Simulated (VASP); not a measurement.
KTaO3, 5 atoms in the cell. The structure is cubic, space group Pm-3m (No. 221). The conventional cell has a = 3.962 Å, b = 3.962 Å, c = 3.962 Å, α = 90.00°, β = 90.00°, γ = 90.00°. K (site symmetry m-3m) has 12 O at 2.80 Å and 8 Ta at 3.43 Å within 3.7 Å. Ta (site symmetry m-3m) has 6 O at 1.98 Å within 2.6 Å. O (site symmetry 4/mmm) has 2 Ta at 1.98 Å within 2.6 Å.  This cell differs from its parent crystal: volume scaled by 0.98.

```yaml
Program: VASP 6.6.1
Task: single point
Functional: PBE
Potentials_or_basis: VASP PAW PBE potentials, release 64 (K_sv, Ta_pv, O)
Cutoff: 520 eV
k_mesh: 5 × 5 × 5
Occupations: fermi-dirac, width 0.01 eV
Spin: no spin polarisation
Dipole_correction: no
Further_INCAR_settings: ALGO = Normal; EDIFF = 1e-06; NBANDS = 27
```

Potentials or basis: VASP PAW PBE potentials, release 64 (K_sv, Ta_pv, O).

Run with:

```sh
$ cat potpaw_PBE.64/K_sv/POTCAR potpaw_PBE.64/Ta_pv/POTCAR potpaw_PBE.64/O/POTCAR > POTCAR
$ mpirun -np 1 vasp_std > vasp.out
```

Hardware: 1 thread of Intel(R) Xeon(R) Platinum 8259CL CPU @ 2.50GHz (Skylake/Cascade Lake) (shared host).

How long does it take, and how much memory?

Run time: 22 s on 1 thread of Intel(R) Xeon(R) Platinum 8259CL CPU @ 2.50GHz (Skylake/Cascade Lake), with other jobs on the host, peak memory 0.17 GiB. Counts: scf iterations 13, k points 10.
